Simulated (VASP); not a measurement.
Input of a VASP 6.6.1 run:

INCAR

```
PREC = Accurate
ENCUT = 600
EDIFF = 1E-7
ISMEAR = -1
SIGMA = 0.08
LREAL = False
LASPH = True
NELM = 120
ALGO = Normal
ISIF = 3
LWAVE = False
LCHARG = False
GGA = PS
IBRION = 2
NSW = 32
EDIFFG = -0.005
PSTRESS = 1300.0
GGA_COMPAT = False
NELMIN = 4
```

The input KPOINTS:

```
Automatic mesh
0
Gamma
  21 21 21
```

Contents of POSCAR:

```
F
1.0
    0.0000000000      1.4083379687      1.4083379687
    1.4083379687      0.0000000000      1.4083379687
    1.4083379687      1.4083379687      0.0000000000
F
1
Direct
    0.0000000000      0.0000000000      0.0000000000
```

Potentials or basis: VASP PAW PBE potentials, release 64 (F).

The run is started by

```console
$ cat potpaw_PBE.64/F/POTCAR > POTCAR
$ mpirun -np 1 vasp_std > vasp.out
```

(1) Predict the band gap on the k mesh.

(2) What does it give for the space group after relaxing (to 0.1 Å)?

(3) What does it give for the relaxed volume?

(4) Predict the relaxed cell.

Results:

(1) zero (an odd number of electrons rules out a gap without spin polarisation).

(2) Fm-3m (No. 225).

(3) 5.57 Å³/atom.

(4) a = 1.990 Å, b = 1.990 Å, c = 1.990 Å, α = 60.00°, β = 60.00°, γ = 60.00°.

Caveat: the cell is relaxed towards a set pressure, so the run minimises the enthalpy, not the energy; the PAW data sets were made with another functional, which shifts forces and pressure a little; an odd number of electrons without spin polarisation forces a metal; a magnetic or distorted state may lie lower.
